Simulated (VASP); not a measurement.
A run of VASP 6.6.1 is set up as follows.

INCAR

```
SYSTEM = La3LuO2
PREC = Accurate ; ENCUT = 1340
EDIFF = 1E-6 ; ISMEAR = 0
SIGMA = 0.1 ; LREAL = .False.
LASPH = .True. ; NELM = 200
ALGO = Normal ; ISIF = 2
LWAVE = .False. ; LCHARG = .False.
GGA = PE ; NBANDS = 44
GGA_COMPAT = .False. ; LMAXMIX = 6
```

Contents of KPOINTS:

```
regular mesh
0
Gamma
  3 3 2
  0 0 0
```

The input POSCAR:

```
La3LuO2
1.0
    6.2659351395      0.0000000000      0.0000000000
   -3.1329675697      5.4264590092      0.0000000000
    0.0000000000      0.0000000000      8.4904617758
La Lu O
3 1 2
Direct
    0.3333333333      0.6666666667      0.5000000000
    0.6666666667      0.3333333333      0.5000000000
    1.0000000000      0.0000000000      0.5000000000
    0.0000000000      0.0000000000      0.0000000000
    0.0000000000      0.0000000000      0.2402912579
    0.0000000000      0.0000000000      0.7597087421
```

Potentials or basis: VASP PAW PBE potentials, release 64 (La, Lu, O_h).

Command:

```sh
$ cat potpaw_PBE.64/La/POTCAR potpaw_PBE.64/Lu/POTCAR potpaw_PBE.64/O_h/POTCAR > POTCAR
$ mpirun -np 1 vasp_std > vasp.out
```

Predict the band gap on the k mesh.

zero (bands 35 and 36 overlap by 0.08 eV).

What does it give for the largest force?

0.174 eV/Å.

Stress tensor (GPa, compression positive):
```
0.17 0.00 0.00
0.00 0.17 0.00
0.00 0.00 0.27
```

Caveat: the k points lie up to 0.39 Å⁻¹ apart; spin-orbit coupling is left out, which moves the levels of the heavy elements.
